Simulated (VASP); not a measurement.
# Sb (R-3m) in VASP: a series of runs

Sb is run at these levels: PBE; tasks: single point, relaxation of shape and atoms at fixed volume.

Everything below comes from runs of VASP 6.6.1. Logs are shortened: lines on timing, memory, paths and dates and some standing lists are left out, and cuts for length are marked.

## 1. The cell of the first run

Symmetry: R-3m, No. 166, trigonal system. The conventional cell has a = 4.326 Å, b = 4.326 Å, c = 11.093 Å, α = 90.00°, β = 90.00°, γ = 120.00°. Within 3.9 Å of Sb (site symmetry 3m) lie 6 Sb at 2.93 to 3.30 Å.

## 2. Single point, PBE (29.96 Å³/atom)

INCAR

```
SYSTEM = Sb
PREC = Accurate
ENCUT = 520
EDIFF = 1E-6
ISMEAR = 0
SIGMA = 0.1
LREAL = .False.
LASPH = .True.
NELM = 80
ALGO = Normal
ISIF = 2
LWAVE = .False.
LCHARG = .True.
GGA = PE
LELF = .True.
LVHAR = .True.
NBANDS = 12
```

KPOINTS

```
Automatic mesh
0
Gamma
  18 18 18
  0 0 0
```

POSCAR

```
Sb
1.0
    2.1628205840      1.2487050464      3.6978159717
   -2.1628205840      1.2487050464      3.6978159717
    0.0000000000     -2.4974100927      3.6978159718
Sb
2
Direct
    0.2361397146      0.2361397146      0.2361397146
    0.7638602854      0.7638602854      0.7638602854
```

Potentials or basis: VASP PAW PBE potentials, release 64 (Sb).

The run is started by

```
$ cat potpaw_PBE.64/Sb/POTCAR > POTCAR
$ mpirun -np 1 vasp_std > vasp.out
```

OUTCAR:

```text
SYSTEM = Sb
   PREC = Accurate
   ENCUT = 520
   EDIFF = 1E-6
   ISMEAR = 0
   LREAL = .False.
   LASPH = .True.
   NELM = 80
   ISIF = 2
   GGA = PE

 ion  position               nearest neighbor table
   1  0.236  0.236  0.236-   2 2.93   2 2.93   2 2.93   2 3.30   2 3.30   2 3.30
   2  0.764  0.764  0.764-   1 2.93   1 2.93   1 2.93   1 3.30   1 3.30   1 3.30

  LATTYP: Found a trigonal (rhomboedric) cell.
 ALAT       =     4.4621631673
 COS(alpha) =     0.5301274330

  Lattice vectors:

 A1 = (   2.1628205840,   1.2487050464,   3.6978159717)
 A2 = (  -2.1628205840,   1.2487050464,   3.6978159717)
 A3 = (   0.0000000000,  -2.4974100927,   3.6978159718)

Analysis of symmetry for initial positions (statically):
=====================================================================
 Subroutine PRICEL returns:
 Original cell was already a primitive cell.

 Routine SETGRP: Setting up the symmetry group for a
 trigonal (rhombohedral) supercell.

 Subroutine GETGRP returns: Found 12 space group operations
 (whereof 12 operations were pure point group operations)
 out of a pool of 12 trial point group operations.

The static configuration has the point symmetry D_3d.

Analysis of symmetry for dynamics (positions and initial velocities):
=====================================================================
 Subroutine PRICEL returns:
 Original cell was already a primitive cell.

 Routine SETGRP: Setting up the symmetry group for a
 trigonal (rhombohedral) supercell.

 Subroutine GETGRP returns: Found 12 space group operations
 (whereof 12 operations were pure point group operations)
 out of a pool of 12 trial point group operations.

The dynamic configuration has the point symmetry D_3d.

 Subroutine INISYM returns: Found 12 space group operations
 (whereof 12 operations are pure point group operations),
 and found     1 'primitive' translations

----------------------------------------------------------------------------------------

                                     Primitive cell

  volume of cell :      59.9207

  direct lattice vectors                    reciprocal lattice vectors
     2.162820584  1.248705046  3.697815972     0.231179601  0.133471605  0.090143300
    -2.162820584  1.248705046  3.697815972    -0.231179601  0.133471605  0.090143300
     0.000000000 -2.497410093  3.697815972     0.000000000 -0.266943210  0.090143300

  length of vectors
     4.462163167  4.462163167  4.462163167     0.281752536  0.281752536  0.281752536

  position of ions in fractional coordinates (direct lattice)
     0.236139715  0.236139715  0.236139715
     0.763860285  0.763860285  0.763860285

  ion indices of the primitive-cell ions
   primitive index   ion index
                 1           1
                 2           2

----------------------------------------------------------------------------------------

 KPOINTS: Automatic mesh

Automatic generation of k-mesh.
 Grid dimensions read from file:
 generate k-points for:   18   18   18

 Generating k-lattice:

  Cartesian coordinates                     Fractional coordinates (reciprocal lattice)
     0.012843311  0.007415089  0.005007961     0.055555556  0.000000000  0.000000000
    -0.012843311  0.007415089  0.005007961     0.000000000  0.055555556  0.000000000
     0.000000000 -0.014830178  0.005007961     0.000000000  0.000000000  0.055555556

  Length of vectors
     0.015652919  0.015652919  0.015652919

  Shift w.r.t. Gamma in fractional coordinates (k-lattice)
     0.000000000  0.000000000  0.000000000

 Subroutine IBZKPT returns following result:
 ===========================================

 Found    580 irreducible k-points:

 Following reciprocal coordinates:
            Coordinates               Weight
  0.000000  0.000000  0.000000      1.000000
  0.055556  0.000000 -0.000000      6.000000
  0.111111  0.000000 -0.000000      6.000000
  0.166667  0.000000  0.000000      6.000000
  0.222222  0.000000  0.000000      6.000000
  0.277778  0.000000  0.000000      6.000000
[... 16 lines left out ...]
 -0.277778  0.055556 -0.000000     12.000000
 -0.222222  0.055556  0.000000     12.000000
 [... further k-points ...]
   k-points           NKPTS =    580   k-points in BZ     NKDIM =    580   number of bands    NBANDS=     12
   number of dos      NEDOS =    301   number of ions     NIONS =      2
   total plane-waves  NPLWV =  46656
   dimension x,y,z NGX =    36 NGY =   36 NGZ =   36
   dimension x,y,z NGXF=    72 NGYF=   72 NGZF=   72
   ions per type =               2
   NGX,Y,Z   is equivalent  to a cutoff of  13.41, 13.41, 13.41 a.u.
   NGXF,Y,Z  is equivalent  to a cutoff of  26.82, 26.82, 26.82 a.u.
 SYSTEM =  Sb
   PREC   = accura    normal or accurate (medium, high low for compatibility)
   ISTART =      0    job   : 0-new  1-cont  2-samecut
   ICHARG =      2    charge: 1-file 2-atom 10-const
   ISPIN  =      1    spin polarized calculation?
   LNONCOLLINEAR =      F non collinear calculations
   LSORBIT =      F    spin-orbit coupling
   LASPH  =      T    aspherical Exc in radial PAW
   ENCUT  =  520.0 eV  38.22 Ry    6.18 a.u.   8.30  8.30  8.30*2*pi/ulx,y,z
   NELM   =     80;   NELMIN=  2; NELMDL= -5     # of ELM steps
   EDIFF  = 0.1E-05   stopping-criterion for ELM
   LREAL  =      F    real-space projection
[... 7 lines left out ...]
   TEBEG  =    0.0;   TEEND  =   0.0 temperature during run
   PSTRESS=    0.0 pullay stress
   NELECT =      10.0000    total number of electrons
   NUPDOWN=      -1.0000    fix difference up-down
   EMIN   =  10.00;   EMAX   =-10.00  energy-range for DOS
   EFERMI =   0.00;   METHOD = LEGACY
   ISMEAR =     0;   SIGMA  =   0.10  broadening in eV -4-tet -1-fermi 0-gaus
   EFERMI_NEDOS =   21; number of points for ismear=-14 and -15
   IALGO  =     38    algorithm
   IMIX   =      4    mixing-type and parameters
     AMIX     =   0.40;   BMIX     =  1.00
     AMIX_MAG =   1.60;   BMIX_MAG =  1.00
  volume/ion in A,a.u.               =      29.96       202.18
  Fermi-wavevector in a.u.,A,eV,Ry     =   0.901327  1.703262 11.053249  0.812391
  Thomas-Fermi vector in A             =   2.024395
   LORBIT       =      0    0 simple, 1 ext, 2 COOP (PROOUT), +10 PAW based schemes
   GGA     = PE    functional components
   LHFCALC =     F    Hartree Fock is set to
   AEXX    =    0.0000 exact exchange contribution
   IVDW    =     0    specifies the selected vdW correction
   LEPSILON=     F    determine dielectric tensor
   LRPA    =     F    only Hartree local field effects (RPA)
 non-spin polarized calculation
 Gauss-broadening in eV      SIGMA  =   0.10
  energy-cutoff  :      520.00
  volume of cell :       59.92
 maximum number of plane-waves:      1628
 NGX is ok and might be reduce to    36
   NGX = 17   NGY = 17   NGZ = 17

 number of electron      10.0000000 magnetization

 Free energy of the ion-electron system (eV)
  ---------------------------------------------------
  ext. energy  EPLUGINS =         0.00000000
  ---------------------------------------------------
  free energy    TOTEN  =        -8.24867447 eV

  energy without entropy =       -8.24766260  energy(sigma->0) =       -8.24816854

 E-fermi :   7.3211     XC(G=0):  -9.5756

 val. band max:        7.3039449856   @ k =   0.3889   0.2222   0.2222
 cond. band min:       7.3212971946   @ k =   0.5000   0.5000   0.5000
 fundamental gap:      0.0173522090
 Fermi energy:         7.3210910880

 k-point     1 :       0.0000    0.0000    0.0000
  band No.  band energies     occupation
      1      -5.3541      2.00000
      2       2.6197      2.00000
      3       5.3577      2.00000
      4       5.5440      2.00000
      5       5.5440      2.00000
      6       9.6769      0.00000
      7      10.1564      0.00000
      8      10.1564      0.00000
      9      12.3120      0.00000
     10      12.3120      0.00000
     11      12.4414      0.00000
     12      13.9740      0.00000

 k-point     2 :       0.0556    0.0000   -0.0000
  band No.  band energies     occupation
      1      -5.3200      2.00000
      2       2.4461      2.00000
      3       5.3754      2.00000
      4       5.5397      2.00000
      5       5.6232      2.00000
      6       9.6406      0.00000
      7      10.0531      0.00000
      8      10.0535      0.00000
      9      12.1598      0.00000
     10      12.3172      0.00000
     11      12.3621      0.00000
     12      14.2413      0.00000

 k-point     3 :       0.1111    0.0000   -0.0000
  band No.  band energies     occupation
      1      -5.2178      2.00000
      2       1.9973      2.00000
      3       5.3932      2.00000
      4       5.5291      2.00000
      5       5.8310      2.00000
      6       9.5004      0.00000
      7       9.7695      0.00000
      8       9.7787      0.00000
      9      11.9273      0.00000
     10      12.3127      0.00000
     11      12.4108      0.00000
     12      14.8430      0.00000
[... 286 lines left out ...]
 k-point    23 :      -0.2778    0.0556   -0.0000
  band No.  band energies     occupation
      1      -4.3602      2.00000
      2      -0.2397      2.00000
      3       5.0003      2.00000
      4       5.8732      2.00000
      5       6.5374      2.00000
      6       7.9467      0.00000
      7       8.0047      0.00000
      8       9.3209      0.00000
      9      12.4595      0.00000
     10      13.2335      0.00000
     11      14.4022      0.00000
     12      17.1495      0.00000

 k-point    24 :      -0.2222    0.0556    0.0000
  band No.  band energies     occupation
      1      -4.6835      2.00000
      2       0.4498      2.00000
      3       5.0172      2.00000
      4       5.8037      2.00000
      5       6.4243      2.00000
      6       8.3376      0.00000
      7       8.3936      0.00000
      8       9.6505      0.00000
      9      12.0296      0.00000
     10      12.7685      0.00000
     11      13.7334      0.00000
     12      16.2391      0.00000

 [... further k-points ...]

------------------------ aborting loop because EDIFF is reached ----------------------------------------

  FORCE on cell =-STRESS in cart. coord.  units (eV):
  Direction    XX          YY          ZZ          XY          YZ          ZX
  --------------------------------------------------------------------------------------
  -------------------------------------------------------------------------------------
  Total        0.9003486      0.9003486      0.8626238      0.0000000     -0.0000000      0.0000000
  in kB       24.0737858     24.0737858     23.0650868      0.0000000     -0.0000000      0.0000000
  external PRESSURE =      23.7375528 kB  Pullay stress =       0.0000000 kB

 VOLUME and BASIS-vectors are now :
 -----------------------------------------------------------------------------
  energy-cutoff  :      520.00
  volume of cell :       59.92
      direct lattice vectors                 reciprocal lattice vectors
     2.162820584  1.248705046  3.697815972     0.231179601  0.133471605  0.090143300
    -2.162820584  1.248705046  3.697815972    -0.231179601  0.133471605  0.090143300
     0.000000000 -2.497410093  3.697815972     0.000000000 -0.266943210  0.090143300

 POSITION                                       TOTAL-FORCE (eV/Angst)
 -----------------------------------------------------------------------------------
      0.00000      0.00000      2.61960         0.000000      0.000000      0.030946
      0.00000      0.00000      8.47384         0.000000     -0.000000     -0.030946
 -----------------------------------------------------------------------------------
    total drift:                                0.000000     -0.000000      0.000000

  FREE ENERGIE OF THE ION-ELECTRON SYSTEM (eV)
  ---------------------------------------------------
  free  energy   TOTEN  =        -8.2486744686 eV

  energy  without entropy=       -8.2476626025  energy(sigma->0) =       -8.24816854
```

It took 8.2 min on 1 thread of Intel Xeon 8259CL, shared host; peak memory 0.48 GiB.

What came out:

* Free energy: -8.2487 eV
* Pressure: 2.4 GPa
* Largest force: 0.031 eV/Å
* Band gap on the k mesh: zero (bands 5 and 6 overlap by 0.24 eV)

Forces on the atoms (eV/Å):
```
Sb   0.000  0.000  0.031
Sb   0.000  0.000 -0.031
```

Caveat: spin-orbit coupling is left out, which moves the levels of the heavy elements.

[end of part 1 of 2]
